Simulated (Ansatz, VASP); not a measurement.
**One calculation of ScAl2, two programs**

```
CELL_PARAMETERS angstrom
0.00000 3.77765 3.77765
3.77765 0.00000 3.77765
3.77765 3.77765 0.00000
ATOMIC_POSITIONS crystal
Sc 0.50000 0.50000 0.50000
Sc 0.75000 0.75000 0.75000
Al 0.12500 0.12500 0.12500
Al 0.62500 0.12500 0.12500
Al 0.12500 0.62500 0.12500
Al 0.12500 0.12500 0.62500
```

Alike in both runs: functional r2SCAN; k mesh 6 × 6 × 6; occupations gaussian, width 0.1 eV; no spin polarisation.

Ansatz relaxed the structure, and its values are those at the end. VASP's run is a single point on that final structure, the one shown.

```csv
,VASP,Ansatz
version,VASP 6.6.1,Ansatz 0.2.0
potentials or method,"VASP PAW PBE potentials, release 64 (Sc_sv, Al), cutoff 520 eV","scalar-relativistic, plane waves, PAW"
valence electrons in the cell,34,34
```

```tsv
	VASP	Ansatz	Ansatz less VASP
gap on the k mesh at the Fermi level (eV)	none	none	-
pressure (GPa)	0.0	0.0	0.00
```

VASP's potentials were made for PBE, not for r2SCAN. A gap of «none» marks a metal or a gap that the smearing closes.
